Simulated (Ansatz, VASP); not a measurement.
# Ti in VASP and in Ansatz

```
Ti
1.0
    -1.52695    1.52695    1.77310
     1.52695   -1.52695    1.77310
     1.52695    1.52695   -1.77310
Ti
1
Direct
  0.00000 0.00000 0.00000
```

Alike in both runs: task single point; functional PBEsol; k mesh 22 × 22 × 22; occupations gaussian, width 0.15 eV; no spin polarisation.

|  | VASP | Ansatz |
| --- | --- | --- |
| version | VASP 6.6.1 | Ansatz 0.2.0 |
| potentials or method | VASP PAW PBE potentials, release 64 (Ti_sv), cutoff 520 eV | scalar-relativistic, plane waves, PAW |
| valence electrons in the cell | 12 | 12 |

```csv
,VASP,Ansatz,Ansatz less VASP
gap on the k mesh at the Fermi level (eV),none,none,-
pressure (GPa),0.3,0.6,+0.31
"traceless stress, the component that is largest in VASP (GPa)",1.78,1.77,-0.010
```

VASP's potentials were made for PBE, not for PBEsol, and Ansatz warns of the same on its side. A gap of «none» marks a metal or a gap that the smearing closes. With one functional, cell and mesh, what is left measures potentials, basis and numerics.
